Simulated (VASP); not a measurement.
PtSe2, 3 atoms in the cell. Symmetry: P-3m1, No. 164, trigonal system. Conventional cell: a = 3.724 Å, b = 3.724 Å, c = 5.062 Å, α = 90.00°, β = 90.00°, γ = 120.00°. Pt (site symmetry -3m) has 6 Se at 2.49 Å within 3.3 Å. Se (site symmetry 3m) has 3 Pt at 2.49 Å and 6 Se at 3.32 Å within 3.4 Å. 

* Program: VASP 6.6.1
* Task: single point
* Functional: PBE
* Potentials or basis: VASP PAW PBE potentials, release 64 (Pt, Se)
* Cutoff: 520 eV
* k mesh: 8 × 8 × 5
* Occupations: fermi-dirac, width 0.05 eV
* Spin: no spin polarisation
* Hubbard terms: Pt d U = 6.0 eV
* Dipole correction: no
* Further INCAR settings: ALGO = Normal; EDIFF = 1e-07; NBANDS = 18

Potentials or basis: VASP PAW PBE potentials, release 64 (Pt, Se).

Run with:

```console
$ cat potpaw_PBE.64/Pt/POTCAR potpaw_PBE.64/Se/POTCAR > POTCAR
$ mpirun -np 1 vasp_std > vasp.out
```

Hardware: 1 thread of Intel(R) Xeon(R) Platinum 8259CL CPU @ 2.50GHz (Skylake/Cascade Lake) (shared host).

How long does it take, and how much memory?

It took 62 s on 1 thread of Intel(R) Xeon(R) Platinum 8259CL CPU @ 2.50GHz (Skylake/Cascade Lake), on a shared host, peak memory 0.2 GiB. Counts: scf iterations 18, k points 40.
